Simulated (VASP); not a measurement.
Crystal: Ir.

```
CELL_PARAMETERS angstrom
0.00000 1.95109 1.67189
1.95109 0.00000 1.67189
1.95109 1.95109 0.00000
ATOMIC_POSITIONS crystal
Ir 0.00000 0.00000 0.00000
```

This cell differs from its parent crystal: volume 12.729 Å^3 an atom, c/a of the conventional cell 0.8569.

Base run:

```yaml
Program: VASP 6.6.1
Functional: LDA
Potentials_or_basis: VASP PAW LDA potentials, release 64 (Ir)
Cutoff: 520 eV
k_mesh: 22 × 22 × 22
Occupations: gaussian, width 0.15 eV
Spin: no spin polarisation
```

Its results: pressure 50.8 GPa.

**Question.** The run is repeated on the same cell with these changes: potentials or basis from VASP PAW LDA potentials, release 64 (Ir) to VASP PAW LDA potentials, release 64 (Ir_sv_GW); cutoff from 520 eV to 500 eV; further incar settings from ALGO = Fast; EDIFF = 1e-06; NBANDS = 10 to ALGO = Normal; EDIFF = 1e-06; NBANDS = 14; valence electrons from 9 to 17. What comes out?

**Answer.** Pressure 45.4 GPa.
